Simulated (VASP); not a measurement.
Input of a VASP 6.6.1 run:

Contents of INCAR:

```
PREC = Accurate
ENCUT = 520
EDIFF = 1E-6
ISMEAR = -1
SIGMA = 0.05
LREAL = False
LASPH = True
NELM = 150
ALGO = Normal
ISIF = 2
LWAVE = False
LCHARG = False
MAGMOM = 0 0 0 0 0 0
LORBIT = 11
LSORBIT = True
GGA_COMPAT = False
LORBMOM = True
NBANDS = 30
```

The input KPOINTS:

```
Automatic mesh
0
Gamma
  7 7 7
```

File POSCAR:

```
GaN
1.0
    0.0000000000      2.2535006075      2.2535006075
    2.2535006075      0.0000000000      2.2535006075
    2.2535006075      2.2535006075      0.0000000000
Ga N
1 1
Direct
    0.0000000000      0.0000000000      0.0000000000
    0.2500000000      0.2500000000      0.2500000000
```

Potentials or basis: VASP PAW LDA potentials, release 64 (Ga_d, N).

Command:

```console
$ cat potpaw_LDA.64/Ga_d/POTCAR potpaw_LDA.64/N/POTCAR > POTCAR
$ mpirun -np 1 vasp_ncl > vasp.out
```

(1) What does it give for the pressure?

(2) Predict the net moment.

Answers

(1) -5.5 GPa.

(2) 0.00 μB per cell.
